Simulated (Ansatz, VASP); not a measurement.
**V in VASP and in Ansatz**

INCAR

```
SYSTEM = V
PREC     = Accurate       ! precision mode
ENCUT    = 500            ! plane-wave cutoff, eV
EDIFF    = 1E-7           ! SCF threshold, eV
ISMEAR   = -1             ! smearing method
SIGMA    = 0.15           ! smearing width, eV
LREAL    = .FALSE.        ! projectors in reciprocal space
LASPH    = .TRUE.         ! aspherical terms in the spheres
NELM     = 120            ! most SCF steps
ALGO     = Normal         ! electronic algorithm
ISIF     = 3              ! what is computed and relaxed
LWAVE    = .FALSE.        ! write WAVECAR
LCHARG   = .FALSE.        ! write CHGCAR
GGA      = PE             ! functional
IBRION   = 2              ! ionic algorithm
NSW      = 80             ! ionic steps
EDIFFG   = -0.001         ! ionic threshold
GGA_COMPAT= .FALSE.      
NELMIN   = 4
```

File KPOINTS:

```
Automatic mesh
0
G
  20 20 20
  0 0 0
```

POSCAR

```
V
1.0
   -1.4986106534      1.4986106534      1.4986106534
    1.4986106534     -1.4986106534      1.4986106534
    1.4986106534      1.4986106534     -1.4986106534
V
1
Direct
    0.0000000000      0.0000000000      0.0000000000
```

Input for Ansatz:

```yaml
crystal:
  lattice:
    - [-1.4986106527, 1.4986106527, 1.4986106527]
    - [1.4986106527, -1.4986106527, 1.4986106527]
    - [1.4986106527, 1.4986106527, -1.4986106527]
  atoms:
    - { symbol: V, position: [0.0, 0.0, 0.0] }
basis:
  ecutwfc: 420
kpoints:
  mp_grid: { grid: [20, 20, 20] }
hamiltonian:
  xc: pbe
scf:
  occupations: { method: fermi_dirac, width: 0.15 }
output:
  forces: true
  stress: true
  eigenvalues: true
relax:
  adjacent_minimum: "off"
  f_tol: 0.001
  max_steps: 60
  cell: { stress_tol: 0.01 }
```

Alike in both runs: task relaxation of cell and atoms; functional PBE; k mesh 20 × 20 × 20; occupations fermi-dirac, width 0.15 eV; no spin polarisation.

|  | VASP | Ansatz |
| --- | --- | --- |
| version | VASP 6.6.1 | Ansatz 0.2.0 |
| potentials or method | VASP PAW PBE potentials, release 64 (V_sv), cutoff 500 eV | scalar-relativistic, plane waves, PAW |
| valence electrons in the cell | 13 | 13 |

|  | VASP | Ansatz | Ansatz less VASP |
| --- | --- | --- | --- |
| gap on the k mesh at the Fermi level, each at its own relaxed structure (eV) | none | none | - |
| relaxed volume (Å³/atom) | 13.52 | 13.51 | -0.007 |
| relaxed cell length with the largest relative difference (Å) | 2.599 | 2.599 | -0.0004 |

A gap of «none» marks a metal or a gap that the smearing closes.
